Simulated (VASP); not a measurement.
Pt, 1 atom in the cell. It takes space group Fm-3m (No. 225, cubic). Conventional cell: a = 3.979 Å, b = 3.979 Å, c = 3.979 Å, α = 90.00°, β = 90.00°, γ = 90.00°. Pt (site symmetry m-3m) has 12 Pt at 2.81 Å within 3.7 Å.  This cell differs from its parent crystal: volume scaled by 1.03.

- Program: VASP 6.6.1
- Task: single point
- Functional: r2SCAN
- Potentials or basis: VASP PAW PBE potentials, release 64 (Pt)
- Cutoff: 520 eV
- k mesh: 18 × 18 × 18
- Occupations: gaussian, width 0.1 eV
- Spin: no spin polarisation
- Dipole correction: no
- Further INCAR settings: ALGO = Normal; EDIFF = 1e-06; NBANDS = 11

Potentials or basis: VASP PAW PBE potentials, release 64 (Pt).

Command:

```console
$ cat potpaw_PBE.64/Pt/POTCAR > POTCAR
$ cp INCAR.step1 INCAR
$ mpirun -np 1 vasp_std > vasp.out
$ cp INCAR.step2 INCAR
$ mpirun -np 1 vasp_std > vasp.out
```

Hardware: 1 thread of Intel(R) Xeon(R) 6975P-C (Granite Rapids), on a shared host.

Problem. Estimate the wall time of this run.

Solution. It took 37 s on 1 thread of Intel(R) Xeon(R) 6975P-C (Granite Rapids), on a shared host, peak memory 0.17 GiB. Counts: k points 195.
